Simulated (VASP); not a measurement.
# InP (Fm-3m) in VASP: further runs, part 3 of 3

VASP 6.6.1. The steps go on from the part before.

**6. Single point, PBE (21.25 Å³/atom)**

This run uses another cell than the first one, of 21.25 Å³/atom.

File INCAR:

```
PREC     = Accurate       # precision mode
ENCUT    = 520            # plane-wave cutoff, eV
EDIFF    = 1E-7           # SCF threshold, eV
ISMEAR   = 0              # smearing method
SIGMA    = 0.05           # smearing width, eV
LREAL    = F              # projectors in reciprocal space
LASPH    = T              # aspherical terms in the spheres
NELM     = 100            # most SCF steps
ALGO     = Normal         # electronic algorithm
ISIF     = 2              # what is computed and relaxed
LWAVE    = F              # write WAVECAR
LCHARG   = F              # write CHGCAR
GGA      = PE             # functional
NBANDS   = 16             # bands
```

File KPOINTS:

```
Automatic mesh
0
Gamma
  14 14 14
```

File POSCAR:

```
InP
1.0
    0.0000000000      2.7700169342      2.7700169342
    2.7700169342      0.0000000000      2.7700169342
    2.7700169342      2.7700169342      0.0000000000
In P
1 1
Direct
    0.0000000000      0.0000000000      0.0000000000
    0.5000000000      0.5000000000      0.5000000000
```

Potentials or basis: VASP PAW PBE potentials, release 64 (In_d, P).

The run is started by

```console
> cat potpaw_PBE.64/In_d/POTCAR potpaw_PBE.64/P/POTCAR > POTCAR
> mpirun -np 1 vasp_std > vasp.out
```

OUTCAR:

```text
PREC = Accurate
   ENCUT = 520
   EDIFF = 1E-7
   ISMEAR = 0
   LREAL = F
   LASPH = T
   NELM = 100
   ISIF = 2
   GGA = PE

 ion  position               nearest neighbor table
   1  0.000  0.000  0.000-   2 2.77   2 2.77   2 2.77   2 2.77   2 2.77   2 2.77
   2  0.500  0.500  0.500-   1 2.77   1 2.77   1 2.77   1 2.77   1 2.77   1 2.77

  LATTYP: Found a face centered cubic cell.
 ALAT       =     5.5400338684

  Lattice vectors:

 A1 = (   0.0000000000,   2.7700169342,   2.7700169342)
 A2 = (   2.7700169342,   0.0000000000,   2.7700169342)
 A3 = (   2.7700169342,   2.7700169342,   0.0000000000)

Analysis of symmetry for initial positions (statically):
=====================================================================
 Subroutine PRICEL returns:
 Original cell was already a primitive cell.

 Routine SETGRP: Setting up the symmetry group for a
 face centered cubic supercell.

 Subroutine GETGRP returns: Found 48 space group operations
 (whereof 48 operations were pure point group operations)
 out of a pool of 48 trial point group operations.

The static configuration has the point symmetry O_h .

Analysis of symmetry for dynamics (positions and initial velocities):
=====================================================================
 Subroutine PRICEL returns:
 Original cell was already a primitive cell.

 Routine SETGRP: Setting up the symmetry group for a
 face centered cubic supercell.

 Subroutine GETGRP returns: Found 48 space group operations
 (whereof 48 operations were pure point group operations)
 out of a pool of 48 trial point group operations.

The dynamic configuration has the point symmetry O_h .

 Subroutine INISYM returns: Found 48 space group operations
 (whereof 48 operations are pure point group operations),
 and found     1 'primitive' translations

----------------------------------------------------------------------------------------

                                     Primitive cell

  volume of cell :      42.5086

  direct lattice vectors                    reciprocal lattice vectors
     0.000000000  2.770016934  2.770016934    -0.180504312  0.180504312  0.180504312
     2.770016934  0.000000000  2.770016934     0.180504312 -0.180504312  0.180504312
     2.770016934  2.770016934  0.000000000     0.180504312  0.180504312 -0.180504312

  length of vectors
     3.917395516  3.917395516  3.917395516     0.312642639  0.312642639  0.312642639

  position of ions in fractional coordinates (direct lattice)
     0.000000000  0.000000000  0.000000000
     0.500000000  0.500000000  0.500000000

  ion indices of the primitive-cell ions
   primitive index   ion index
                 1           1
                 2           2

----------------------------------------------------------------------------------------

 KPOINTS: Automatic mesh

Automatic generation of k-mesh.
 Grid dimensions read from file:
 generate k-points for:   14   14   14

 Generating k-lattice:

  Cartesian coordinates                     Fractional coordinates (reciprocal lattice)
    -0.012893165  0.012893165  0.012893165     0.071428571  0.000000000  0.000000000
     0.012893165 -0.012893165  0.012893165     0.000000000  0.071428571  0.000000000
     0.012893165  0.012893165 -0.012893165     0.000000000  0.000000000  0.071428571

  Length of vectors
     0.022331617  0.022331617  0.022331617

  Shift w.r.t. Gamma in fractional coordinates (k-lattice)
     0.000000000  0.000000000  0.000000000

 Subroutine IBZKPT returns following result:
 ===========================================

 Found    104 irreducible k-points:

 Following reciprocal coordinates:
            Coordinates               Weight
  0.000000  0.000000  0.000000      1.000000
  0.071429  0.000000  0.000000      8.000000
  0.142857  0.000000  0.000000      8.000000
  0.214286  0.000000  0.000000      8.000000
  0.285714  0.000000  0.000000      8.000000
  0.357143  0.000000  0.000000      8.000000
[... 16 lines left out ...]
  0.214286  0.142857  0.000000     24.000000
  0.285714  0.142857  0.000000     24.000000
 [... further k-points ...]
   k-points           NKPTS =    104   k-points in BZ     NKDIM =    104   number of bands    NBANDS=     16
   number of dos      NEDOS =    301   number of ions     NIONS =      2
   total plane-waves  NPLWV =  27000
   dimension x,y,z NGX =    30 NGY =   30 NGZ =   30
   dimension x,y,z NGXF=    60 NGYF=   60 NGZF=   60
   ions per type =               1   1
   NGX,Y,Z   is equivalent  to a cutoff of  12.73, 12.73, 12.73 a.u.
   NGXF,Y,Z  is equivalent  to a cutoff of  25.46, 25.46, 25.46 a.u.
 SYSTEM =  unknown system
   PREC   = accura    normal or accurate (medium, high low for compatibility)
   ISTART =      0    job   : 0-new  1-cont  2-samecut
   ICHARG =      2    charge: 1-file 2-atom 10-const
   ISPIN  =      1    spin polarized calculation?
   LNONCOLLINEAR =      F non collinear calculations
   LSORBIT =      F    spin-orbit coupling
   LASPH  =      T    aspherical Exc in radial PAW
   ENCUT  =  520.0 eV  38.22 Ry    6.18 a.u.   7.28  7.28  7.28*2*pi/ulx,y,z
   NELM   =    100;   NELMIN=  2; NELMDL= -5     # of ELM steps
   EDIFF  = 0.1E-06   stopping-criterion for ELM
   LREAL  =      F    real-space projection
   EDIFFG = 0.1E-05   stopping-criterion for IOM
   NSW    =      0    number of steps for IOM
   IBRION =     -1    ionic relax: 0-MD 1-quasi-New 2-CG
   NFREE  =      0    steps in history (QN), initial steepest desc. (CG)
   ISIF   =      2    stress and relaxation
   ISYM   =      2    0-nonsym 1-usesym 2-fastsym
   POTIM  = 0.5000    time-step for ionic-motion
   TEBEG  =    0.0;   TEEND  =   0.0 temperature during run
   PSTRESS=    0.0 pullay stress
   NELECT =      18.0000    total number of electrons
   NUPDOWN=      -1.0000    fix difference up-down
   EMIN   =  10.00;   EMAX   =-10.00  energy-range for DOS
   EFERMI =   0.00;   METHOD = LEGACY
   ISMEAR =     0;   SIGMA  =   0.05  broadening in eV -4-tet -1-fermi 0-gaus
   EFERMI_NEDOS =   21; number of points for ismear=-14 and -15
   IALGO  =     38    algorithm
   IMIX   =      4    mixing-type and parameters
     AMIX     =   0.40;   BMIX     =  1.00
     AMIX_MAG =   1.60;   BMIX_MAG =  1.00
  volume/ion in A,a.u.               =      21.25       143.43
  Fermi-wavevector in a.u.,A,eV,Ry     =   1.229343  2.323122 20.562286  1.511285
  Thomas-Fermi vector in A             =   2.364234
   LORBIT       =      0    0 simple, 1 ext, 2 COOP (PROOUT), +10 PAW based schemes
   GGA     = PE    functional components
   LHFCALC =     F    Hartree Fock is set to
   AEXX    =    0.0000 exact exchange contribution
   IVDW    =     0    specifies the selected vdW correction
   LEPSILON=     F    determine dielectric tensor
   LRPA    =     F    only Hartree local field effects (RPA)
 non-spin polarized calculation
 Gauss-broadening in eV      SIGMA  =   0.05
  energy-cutoff  :      520.00
  volume of cell :       42.51
 maximum number of plane-waves:      1163
 NGX is ok and might be reduce to    30
   NGX = 15   NGY = 15   NGZ = 15

 number of electron      18.0000009 magnetization

 Free energy of the ion-electron system (eV)
  ---------------------------------------------------
  ext. energy  EPLUGINS =         0.00000000
  ---------------------------------------------------
  free energy    TOTEN  =        -7.91541506 eV

  energy without entropy =       -7.91354044  energy(sigma->0) =       -7.91447775

 E-fermi :   6.9725     XC(G=0): -10.3909

 val. band max:        6.9687196740   @ k =   0.3571   0.1429   0.0714
 cond. band min:       6.9725376278   @ k =   0.5000   0.3571   0.0714
 fundamental gap:      0.0038179538
 Fermi energy:         6.9725100734

 k-point     1 :       0.0000    0.0000    0.0000
  band No.  band energies     occupation
      1      -7.1871      2.00000
      2      -7.1871      2.00000
      3      -7.1672      2.00000
      4      -7.1672      2.00000
      5      -7.1672      2.00000
      6      -4.9823      2.00000
[... 8 lines left out ...]
     15      15.4931      0.00000
     16      15.4931      0.00000
[... 419 lines left out ...]
 k-point    24 :       0.2857    0.1429    0.0000
  band No.  band energies     occupation
      1      -7.2664      2.00000
      2      -7.1892      2.00000
      3      -7.1797      2.00000
      4      -7.1282      2.00000
      5      -7.1146      2.00000
      6      -4.0459      2.00000
[... 8 lines left out ...]
     15      17.1288      0.00000
     16      17.2891      0.00000

 [... further k-points ...]

------------------------ aborting loop because EDIFF is reached ----------------------------------------

  FORCE on cell =-STRESS in cart. coord.  units (eV):
  Direction    XX          YY          ZZ          XY          YZ          ZX
  --------------------------------------------------------------------------------------
  -------------------------------------------------------------------------------------
  Total       -0.0076978     -0.0076978     -0.0076978      0.0000000      0.0000000     -0.0000000
  in kB       -0.2901335     -0.2901335     -0.2901335      0.0000000      0.0000000     -0.0000000
  external PRESSURE =      -0.2901335 kB  Pullay stress =       0.0000000 kB

 VOLUME and BASIS-vectors are now :
 -----------------------------------------------------------------------------
  energy-cutoff  :      520.00
  volume of cell :       42.51
      direct lattice vectors                 reciprocal lattice vectors
     0.000000000  2.770016934  2.770016934    -0.180504312  0.180504312  0.180504312
     2.770016934  0.000000000  2.770016934     0.180504312 -0.180504312  0.180504312
     2.770016934  2.770016934  0.000000000     0.180504312  0.180504312 -0.180504312

 POSITION                                       TOTAL-FORCE (eV/Angst)
 -----------------------------------------------------------------------------------
      0.00000      0.00000      0.00000         0.000000     -0.000000     -0.000000
      2.77002      2.77002      2.77002        -0.000000      0.000000      0.000000
 -----------------------------------------------------------------------------------
    total drift:                               -0.000000      0.000000      0.000000

  FREE ENERGIE OF THE ION-ELECTRON SYSTEM (eV)
  ---------------------------------------------------
  free  energy   TOTEN  =        -7.9154150610 eV

  energy  without entropy=       -7.9135404399  energy(sigma->0) =       -7.91447775
```

It took 66 s on 1 thread of Intel Xeon Platinum 8488C (Sapphire Rapids), shared host; peak memory 0.21 GiB.

What came out:

| Quantity | Value |
| --- | --- |
| Free energy | -7.9154 eV |
| Pressure | 0.0 GPa |
| Band gap on the k mesh | zero (bands 9 and 10 overlap by 2.63 eV) |

Caveat: spin-orbit coupling is left out, which moves the levels of the heavy elements.

**7. Summary**

```tsv
cell	gap on the mesh (eV)	pressure (GPa)
a = 3.810 Å, angles 60.0°, 2 atoms	none	7.5
a = 3.864 Å, angles 60.0°, 2 atoms	none	3.3
a = 3.916 Å, angles 60.0°, 2 atoms	none	0.1
a = 3.921 Å, angles 60.0°, 2 atoms	none	-0.2
a = 3.917 Å, angles 60.0°, 2 atoms	none	0.0
```

Alike in all rows: task single point; level PBE; potentials or basis VASP PAW PBE potentials, release 64 (In_d, P); no spin polarisation; k mesh 14 × 14 × 14; cutoff (eV) 520; smearing gaussian 0.05 eV.

Caveats: spin-orbit coupling is left out, which moves the levels of the heavy elements; the cell stands under pressure (at least some runs).

Total energies depend on the potentials used, so only differences within one code and one set of settings carry meaning.
